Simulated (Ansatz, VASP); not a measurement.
# Si in VASP and in Ansatz

```
Si
1.0
     0.00000    5.43000    5.43000
     5.43000    0.00000    5.43000
     5.43000    5.43000    0.00000
Si
17
Cartesian
  0.0047 -0.0038 0.0016
  1.3356 1.3342 1.3352
  2.7150 2.7154 -0.0324
  4.0965 4.0950 1.3347
  2.7164 -0.0336 2.7166
  4.0996 1.3306 4.0989
  5.4638 2.7138 2.7163
  6.7832 4.0770 4.0780
  -0.0323 2.7146 2.7144
  1.3369 4.0932 4.0940
  2.7156 5.4623 2.7142
  4.0764 6.7837 4.0761
  2.7170 2.7130 5.4630
  4.0776 4.0763 6.7833
  5.4294 5.4305 5.4298
  6.7837 6.7823 6.7831
  2.7195 2.7113 2.7167
```

Alike in both runs: functional PBE; dispersion D3(BJ); k mesh 2 × 2 × 2; occupations gaussian, width 0.02 eV; no spin polarisation.

Ansatz relaxed the structure, and its values are those at the end. VASP's run is a single point on that final structure, the one shown.

|  | VASP | Ansatz |
| --- | --- | --- |
| version | VASP 6.6.1 | Ansatz 0.2.0 |
| potentials or method | VASP PAW PBE potentials, release 64 (Si), cutoff 520 eV | scalar-relativistic, plane waves, PAW |
| valence electrons in the cell | 68 | 68 |

VASP gave:

```
rms of the force components (eV/Å) : 0.006
```

Task: Which values does Ansatz return?

Result: rms of the force components (eV/Å): 0.007.

The k mesh is coarse, so the values compare programs but aren't converged.
